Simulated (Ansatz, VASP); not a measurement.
**Si3Ge in VASP and in Ansatz**

```xyz
8
Lattice="5.0760 0.0000 0.0000 0.0000 5.0760 0.0000 0.0000 0.0000 5.0760" Properties=species:S:1:pos:R:3 pbc="T T T"
Si    2.5380    1.2690    0.0000
Si    2.5380    3.8070    0.0000
Si    1.2690    0.0000    2.5380
Si    3.8070    0.0000    2.5380
Si    0.0000    2.5380    1.2690
Si    0.0000    2.5380    3.8070
Ge    2.5380    2.5380    2.5380
Ge    0.0000    0.0000    0.0000
```

Change from the starting cell: species swapped into the V3Sn type (Pm-3n, No. 223).

Alike in both runs: functional PBE; k mesh 8 × 8 × 8; occupations gaussian, width 0.1 eV; no spin polarisation.

Ansatz relaxed the structure, and its values are those at the end. VASP's run is a single point on that final structure, the one shown.

|  | VASP | Ansatz |
| --- | --- | --- |
| version | VASP 6.6.1 | Ansatz 0.2.0 |
| potentials or method | VASP PAW PBE potentials, release 64 (Si, Ge_d), cutoff 520 eV | scalar-relativistic, plane waves, PAW |
| valence electrons in the cell | 52 | 52 |

|  | VASP | Ansatz | Ansatz less VASP |
| --- | --- | --- | --- |
| gap on the k mesh at the Fermi level (eV) | none | none | - |
| pressure (GPa) | 0.0 | 0.0 | -0.01 |

A gap of «none» marks a metal or a gap that the smearing closes.
